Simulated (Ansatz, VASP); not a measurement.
Cs: VASP beside Ansatz

The input POSCAR:

```
Cs
1.0
   -3.1491839769      3.1491839769      3.1491839769
    3.1491839769     -3.1491839769      3.1491839769
    3.1491839769      3.1491839769     -3.1491839769
Cs
1
Direct
    0.0000000000      0.0000000000      0.0000000000
```

Contents of INCAR.step1:

```
ALGO = Normal
EDIFF = 1E-4
ENCUT = 520
GGA = PE
ISMEAR = -1
LASPH = T
LCHARG = F
LREAL = F
LWAVE = T
NBANDS = 10
NELM = 100
PREC = Accurate
SIGMA = 0.05
```

File INCAR.step2:

```
ALGO = Normal
EDIFF = 1E-6
ENCUT = 520
ISIF = 2
ISMEAR = -1
ISTART = 1
LASPH = T
LCHARG = F
LMIXTAU = T
LREAL = F
LWAVE = F
METAGGA = R2SCAN
NBANDS = 10
NELM = 100
PREC = Accurate
SIGMA = 0.05
```

The input KPOINTS:

```
k-points
0
Gamma
  6 6 6
```

The input input.yaml:

```yaml
crystal:
  lattice:
    - [-3.1491839769, 3.1491839769, 3.1491839769]
    - [3.1491839769, -3.1491839769, 3.1491839769]
    - [3.1491839769, 3.1491839769, -3.1491839769]
  atoms:
    - { symbol: Cs, position: [0.0, 0.0, 0.0] }
hamiltonian:
  xc: r2scan
  pseudopotentials: { kind: paw }
kpoints:
  mp_grid: { grid: [6, 6, 6] }
scf:
  occupations: { method: fermi_dirac, width: 0.05 }
output:
  forces: true
  stress: true
  eigenvalues: true
```

Alike in both runs: task single point; functional r2SCAN; k mesh 6 × 6 × 6; occupations fermi-dirac, width 0.05 eV; no spin polarisation.

|  | VASP | Ansatz |
| --- | --- | --- |
| version | VASP 6.6.1 | Ansatz 0.2.0 |
| potentials or method | VASP PAW PBE potentials, release 64 (Cs_sv) | Ansatz PAW |
| plane-wave cutoff (eV) | 520 | 500 |
| valence electrons in the cell | 9 | 9 |

|  | VASP | Ansatz | Ansatz less VASP |
| --- | --- | --- | --- |
| gap on the k mesh at the Fermi level (eV) | none | none | - |
| pressure (GPa) | 0.0 | 0.0 | 0.00 |

VASP's potentials were made for PBE, not for r2SCAN. A gap of «none» marks a metal or a gap that the smearing closes.

Spin-orbit coupling is off throughout.
